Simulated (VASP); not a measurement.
# Sc (Pm-3m) in VASP: a series of runs, part 2 of 2

VASP 6.6.1.

## 3. Single point, PBEsol

INCAR reads:

```
SYSTEM = Sc
ALGO = Normal
EDIFF = 1E-6
ENCUT = 520
GGA = PS
ISIF = 2
ISMEAR = -1
LASPH = .True.
LCHARG = .False.
LREAL = .False.
LWAVE = .False.
NBANDS = 12
NELM = 80
PREC = Accurate
SIGMA = 0.05
```

KPOINTS reads:

```
k-points
0
Gamma
  15 15 15
  0 0 0
```

POSCAR reads:

```
Sc
1.0
    2.3792655048      0.0000000000      0.0000000000
    0.0000000000      2.3792655048      0.0000000000
    0.0000000000      0.0000000000      2.3792655048
Sc
1
Direct
    0.0000000000      0.0000000000      0.0000000000
```

Potentials or basis: VASP PAW PBE potentials, release 64 (Sc_sv).

Started as:

```
cat potpaw_PBE.64/Sc_sv/POTCAR > POTCAR
mpirun -np 1 vasp_std > vasp.out
```

OUTCAR:

```text
SYSTEM = Sc
   EDIFF = 1E-6
   ENCUT = 520
   GGA = PS
   ISIF = 2
   ISMEAR = -1
   LASPH = .True.
   LREAL = .False.
   NELM = 80
   PREC = Accurate

 ion  position               nearest neighbor table
   1  0.000  0.000  0.000-

  LATTYP: Found a simple cubic cell.
 ALAT       =     2.3792655048

  Lattice vectors:

 A1 = (   2.3792655048,   0.0000000000,   0.0000000000)
 A2 = (   0.0000000000,   2.3792655048,   0.0000000000)
 A3 = (   0.0000000000,   0.0000000000,   2.3792655048)

Analysis of symmetry for initial positions (statically):
=====================================================================
 Subroutine PRICEL returns:
 Original cell was already a primitive cell.

 Routine SETGRP: Setting up the symmetry group for a
 simple cubic supercell.

 Subroutine GETGRP returns: Found 48 space group operations
 (whereof 48 operations were pure point group operations)
 out of a pool of 48 trial point group operations.

The static configuration has the point symmetry O_h .

Analysis of symmetry for dynamics (positions and initial velocities):
=====================================================================
 Subroutine PRICEL returns:
 Original cell was already a primitive cell.

 Routine SETGRP: Setting up the symmetry group for a
 simple cubic supercell.

 Subroutine GETGRP returns: Found 48 space group operations
 (whereof 48 operations were pure point group operations)
 out of a pool of 48 trial point group operations.

The dynamic configuration has the point symmetry O_h .

 Subroutine INISYM returns: Found 48 space group operations
 (whereof 48 operations are pure point group operations),
 and found     1 'primitive' translations

----------------------------------------------------------------------------------------

                                     Primitive cell

  volume of cell :      13.4688

[... 105 lines left out ...]
     AMIX     =   0.40;   BMIX     =  1.00
     AMIX_MAG =   1.60;   BMIX_MAG =  1.00
  volume/ion in A,a.u.               =      13.47        90.89
  Fermi-wavevector in a.u.,A,eV,Ry     =   1.530252  2.891756 31.860350  2.341670
  Thomas-Fermi vector in A             =   2.637760
   LORBIT       =      0    0 simple, 1 ext, 2 COOP (PROOUT), +10 PAW based schemes
   GGA     = PS    functional components
   LHFCALC =     F    Hartree Fock is set to
   AEXX    =    0.0000 exact exchange contribution
   IVDW    =     0    specifies the selected vdW correction
   LEPSILON=     F    determine dielectric tensor
   LRPA    =     F    only Hartree local field effects (RPA)
 non-spin polarized calculation
  energy-cutoff  :      520.00
  volume of cell :       13.47
 maximum number of plane-waves:       374
 NGX is ok and might be reduce to    18
   NGX =  9   NGY =  9   NGZ =  9

 number of electron      11.0000005 magnetization

 Free energy of the ion-electron system (eV)
  ---------------------------------------------------
  ext. energy  EPLUGINS =         0.00000000
  ---------------------------------------------------
  free energy    TOTEN  =        -4.51514371 eV

  energy without entropy =       -4.50185964  energy(sigma->0) =       -4.50850167

 E-fermi :   7.9788     XC(G=0): -12.7265

 val. band max:        7.9778665179   @ k =   0.3333   0.3333   0.3333
 cond. band min:       7.9839258893   @ k =   0.4000   0.4000   0.2667
 fundamental gap:      0.0060593714
 Fermi energy:         7.9788210743

 k-point     1 :       0.0000    0.0000    0.0000
  band No.  band energies     occupation
      1     -41.0667      2.00000
      2     -17.9588      2.00000
      3     -17.9588      2.00000
      4     -17.9588      2.00000
      5       2.7428      2.00000
      6       6.2736      2.00000
      7       6.2736      2.00000
      8      15.2756      0.00000
      9      15.2756      0.00000
     10      15.2756      0.00000
     11      28.0886      0.00000
     12      28.0886      0.00000
[... 331 lines left out ...]
 k-point    24 :       0.3333    0.2000    0.0000
  band No.  band energies     occupation
      1     -40.3982      2.00000
      2     -20.2104      2.00000
      3     -18.8223      2.00000
      4     -17.6276      2.00000
      5       6.0267      2.00000
      6       7.7846      1.95967
      7       9.8461      0.00000
      8      12.6244      0.00000
      9      12.6266      0.00000
     10      14.2662      0.00000
     11      21.5557      0.00000
     12      26.5584      0.00000

 [... further k-points ...]
[... 5 lines left out ...]
  --------------------------------------------------------------------------------------
  -------------------------------------------------------------------------------------
  Total        5.0138155      5.0138155      5.0138155      0.0000000      0.0000000      0.0000000
  in kB      596.4172659    596.4172659    596.4172659      0.0000000      0.0000000      0.0000000
  external PRESSURE =     596.4172659 kB  Pullay stress =       0.0000000 kB

 VOLUME and BASIS-vectors are now :
 -----------------------------------------------------------------------------
  energy-cutoff  :      520.00
  volume of cell :       13.47
      direct lattice vectors                 reciprocal lattice vectors
     2.379265505  0.000000000  0.000000000     0.420297776  0.000000000  0.000000000
     0.000000000  2.379265505  0.000000000     0.000000000  0.420297776  0.000000000
     0.000000000  0.000000000  2.379265505     0.000000000  0.000000000  0.420297776

 POSITION                                       TOTAL-FORCE (eV/Angst)
 -----------------------------------------------------------------------------------
      0.00000      0.00000      0.00000         0.000000      0.000000      0.000000
 -----------------------------------------------------------------------------------
    total drift:                                0.000000      0.000000      0.000000

  FREE ENERGIE OF THE ION-ELECTRON SYSTEM (eV)
  ---------------------------------------------------
  free  energy   TOTEN  =        -4.5151437076 eV

  energy  without entropy=       -4.5018596361  energy(sigma->0) =       -4.50850167
```

Run time: 11 s. Hardware: 1 thread of Intel Xeon Platinum 8375C at 2.90GHz (Ice Lake), shared host; peak memory 0.13 GiB.

What came out:

```yaml
Free_energy: -4.5151 eV
Pressure: 59.6 GPa
```

Levels at points of the mesh, in eV from the Fermi level:
| k point | band 2 | band 3 | band 4 | band 5 | band 6 | band 7 | band 8 | band 9 |
| --- | --- | --- | --- | --- | --- | --- | --- | --- |
| (0.00, 0.00, 0.00) | -25.94 | -25.94 | -25.94 | -5.24 | -1.71 | -1.71 | 7.30 | 7.30 |

Caveat: the PAW data sets were made with another functional, which shifts forces and pressure a little.

## 4. Relaxation of cell and atoms, PBEsol, target pressure 58 GPa, at which the enthalpy is minimised

INCAR reads:

```
PREC     = Accurate       # precision mode
ENCUT    = 600            # plane-wave cutoff, eV
EDIFF    = 1E-6           # SCF threshold, eV
ISMEAR   = -1             # smearing method
SIGMA    = 0.05           # smearing width, eV
LREAL    = False          # projectors in reciprocal space
LASPH    = True           # aspherical terms in the spheres
NELM     = 100            # most SCF steps
ALGO     = Normal         # electronic algorithm
ISIF     = 3              # what is computed and relaxed
LWAVE    = False          # write WAVECAR
LCHARG   = False          # write CHGCAR
GGA      = PS             # functional
IBRION   = 2              # ionic algorithm
NSW      = 32             # ionic steps
EDIFFG   = -0.005         # ionic threshold
PSTRESS  = 580.0
```

KPOINTS reads:

```
Automatic mesh
0
Gamma
  15 15 15
```

POSCAR reads:

```
Sc
1.0
    2.3795031397      0.0000000000      0.0000000000
    0.0000000000      2.3795031397      0.0000000000
    0.0000000000      0.0000000000      2.3795031397
Sc
1
Direct
    0.0000000000      0.0000000000      0.0000000000
```

Started as:

```
cat potpaw_PBE.64/Sc_sv/POTCAR > POTCAR
mpirun -np 1 vasp_std > vasp.out
```

Run time: 24 s. Hardware: 1 thread of Intel Xeon Platinum 8375C at 2.90GHz (Ice Lake), shared host; peak memory 0.14 GiB.

It converged, with:

```
Free energy                                            : -4.5572 eV
Relaxed volume                                         : 13.58 Å³/atom
Relaxed cell                                           : a = 2.386 Å, b = 2.386 Å, c = 2.386 Å, α = 90.00°, β = 90.00°, γ = 90.00°
Space group after relaxing (to 0.05 Å)                 : Pm-3m (No. 221)
Energy change on relaxing (the enthalpy is what falls) : -40.1 meV/atom
Ionic steps                                            : 3
Pressure after relaxing                                : 58.0 GPa
```

Step by step:
| step | energy change (eV) | largest force (eV/Å) | pressure (GPa) | volume (Å³) |
| --- | --- | --- | --- | --- |
| 1 | 0.0000 | 0.0000 | 59.67 | 13.47 |
| 2 | -0.0992 | 0.0000 | 55.57 | 13.75 |
| 3 | -0.0401 | 0.0000 | 57.98 | 13.58 |

Final structure:
```
CELL_PARAMETERS angstrom
2.38591 0.00000 0.00000
0.00000 2.38591 0.00000
0.00000 0.00000 2.38591
ATOMIC_POSITIONS crystal
Sc 0.00000 0.00000 0.00000
```

Levels at points of the mesh, in eV from the Fermi level:
| k point | band 2 | band 3 | band 4 | band 5 | band 6 | band 7 | band 8 | band 9 |
| --- | --- | --- | --- | --- | --- | --- | --- | --- |
| (0.00, 0.00, 0.00) | -25.97 | -25.97 | -25.97 | -5.26 | -1.68 | -1.68 | 7.24 | 7.24 |

Caveat: the cell is relaxed towards a set pressure, so the enthalpy falls and the energy may rise; the PAW data sets were made with another functional, which shifts forces and pressure a little.

## 5. Relaxation of cell and atoms, PBEsol, target pressure 58 GPa, at which the enthalpy is minimised

This run uses another cell than the first one, of 14.70 Å³/atom, 1.091 times its volume.

INCAR reads:

```
  PREC = Accurate
  ENCUT = 600
  EDIFF = 1E-6
  ISMEAR = -1
  SIGMA = 0.05
  LREAL = F
  LASPH = T
  NELM = 100
  ALGO = Normal
  ISIF = 3
  LWAVE = F
  LCHARG = F
  GGA = PS
  IBRION = 2
  NSW = 60
  EDIFFG = -0.005
  PSTRESS = 580.0
```

KPOINTS is that of step 4.

POSCAR reads:

```
Sc
1.0
    2.4497533156      0.0000000000      0.0000000000
    0.0000000000      2.4497533156      0.0000000000
    0.0000000000      0.0000000000      2.4497533156
Sc
1
Direct
    0.0000000000      0.0000000000      0.0000000000
```

Started as:

```
cat potpaw_PBE.64/Sc_sv/POTCAR > POTCAR
mpirun -np 1 vasp_std > vasp.out
```

Run time: 46 s. Hardware: 1 thread of Intel Xeon Platinum 8375C at 2.90GHz (Ice Lake), shared host; peak memory 0.15 GiB.

Results (log left out):

```yaml
Free_energy: -4.5577 eV
Relaxed_volume: 13.58 Å³/atom
Relaxed_cell: a = 2.386 Å, b = 2.386 Å, c = 2.386 Å, α = 90.00°, β = 90.00°, γ = 90.00°
Space_group_after_relaxing_to_0.05_Å: Pm-3m (No. 221)
Energy_change_on_relaxing_the_enthalpy_is_what_falls: +352.2 meV/atom
Ionic_steps: 7
Pressure_after_relaxing: 58.0 GPa
```

The path:
```csv
step,energy change (eV),largest force (eV/Å),pressure (GPa),volume (Å³)
1,0.0000,0.0000,43.62,14.70
2,1.0287,0.0000,87.59,12.07
3,0.3389,0.0000,57.42,13.62
4,0.3514,0.0000,57.92,13.59
5,0.3593,0.0000,58.27,13.56
6,0.3448,0.0000,57.71,13.60
7,0.3522,0.0000,57.98,13.58
```

Final structure:
```xyz
1
Lattice="2.3860 0.0000 0.0000 0.0000 2.3860 0.0000 0.0000 0.0000 2.3860" Properties=species:S:1:pos:R:3 pbc="T T T"
Sc    0.0000    0.0000    0.0000
```

Levels at points of the mesh, in eV from the Fermi level:
```tsv
k point	band 3	band 4	band 5	band 6	band 7	band 8
(0.00, 0.00, 0.00)	-25.97	-25.97	-5.26	-1.68	-1.68	7.24
```

Caveat: the cell is relaxed towards a set pressure, so the enthalpy falls and the energy may rise; the PAW data sets were made with another functional, which shifts forces and pressure a little.

## 6. Overview

```tsv
task	cell	cutoff (eV)	gap on the mesh (eV)	pressure (GPa)
single point	a = 2.380 Å, 1 atom	520	none	59.6
single point	a = 2.379 Å, 1 atom	520	none	59.6
relaxation of cell and atoms	relaxed to 58 GPa from a = 2.380 Å, 1 atom	600	none	58.0
relaxation of cell and atoms	relaxed to 58 GPa from a = 2.450 Å, 1 atom	600	none	58.0
```

Alike in all rows: level PBEsol; potentials or basis VASP PAW PBE potentials, release 64 (Sc_sv); no spin polarisation; k mesh 15 × 15 × 15; smearing fermi-dirac 0.05 eV.

Caveats: the PAW data sets were made with another functional, which shifts forces and pressure a little; the cell is relaxed towards a set pressure, so the enthalpy falls and the energy may rise (some runs).

Absolute energies hang on the potentials; compare differences alone.
